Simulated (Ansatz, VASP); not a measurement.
## One calculation of Ir3Rh2, two programs

```
Ir Rh
1.0
    -1.35120    1.35120    9.55444
     1.35120   -1.35120    9.55444
     1.35120    1.35120   -9.55444
Ir Rh
3 2
Direct
  0.90000 0.90000 0.00000
  0.10000 0.10000 0.00000
  0.50000 0.50000 0.00000
  0.30000 0.30000 0.00000
  0.70000 0.70000 0.00000
```

Alike in both runs: task single point; functional PBE; k mesh 8 × 8 × 8; occupations gaussian, width 0.1 eV; no spin polarisation.

|  | VASP | Ansatz |
| --- | --- | --- |
| version | VASP 6.6.1 | Ansatz 0.2.0 |
| potentials or method | VASP PAW PBE potentials, release 64 (Ir, Rh_pv), cutoff 520 eV | scalar-relativistic, plane waves, PAW |
| valence electrons in the cell | 57 | 85 |

|  | VASP | Ansatz | Ansatz less VASP |
| --- | --- | --- | --- |
| gap on the k mesh at the Fermi level (eV) | none | none | - |
| pressure (GPa) | 9.2 | 8.9 | -0.37 |
| traceless stress, the component that is largest in VASP (GPa) | -1.10 | -1.12 | -0.019 |
| rms of the force components (eV/Å) | 0.107 | 0.103 | -0.0033 |

Atom by atom the forces differ by 0.014 eV/Å (rms over components). A gap of «none» marks a metal or a gap that the smearing closes. The functional is the same, so the differences come from potentials, cutoffs and numerics. VASP's potentials hold 57 valence electrons a cell and Ansatz's 85, so a difference there can come from the potentials and not from the codes.

The k mesh is coarse, so the values compare programs but aren't converged. Neither program's run includes spin-orbit coupling.
